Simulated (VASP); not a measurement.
Runs of VASP 6.6.1 on Ti. The structure is that of space group Im-3m (No. 229), or close to it. The cells are those of the table. 

| task | level | cell | cutoff (eV) | k mesh for the DOS | occupations for the DOS | gap on the mesh (eV) | pressure (GPa) |
| --- | --- | --- | --- | --- | --- | --- | --- |
| single point | PBEsol | a = 2.664 Å, angles 109.5°, 1 atom | 520 | - | - | none | 17.1 |
| relaxation of cell and atoms | PBEsol | relaxed to -1 GPa from a = 2.789 Å, angles 109.5°, 1 atom | 600 | - | - | none | -1.0 |
| single point | PBEsol | a = 2.723 Å, angles 109.5°, 1 atom | 520 | - | - | none | (a) |
| single point | r2SCAN | a = 2.945 Å, angles 109.5°, 1 atom | 520 | - | - | none | -11.6 |

Alike in all rows: potentials or basis VASP PAW PBE potentials, release 64 (Ti_sv); no spin polarisation; k mesh 18 × 18 × 18; smearing gaussian 0.1 eV.

Q: Estimate the missing entries.

A: (a) 7.3.

Caveats: the PAW data sets were made with another functional, which shifts forces and pressure a little; the cell is relaxed towards a set pressure, so the enthalpy falls and the energy may rise (some runs).

A gap of «none» marks levels without a gap at the run's occupations.
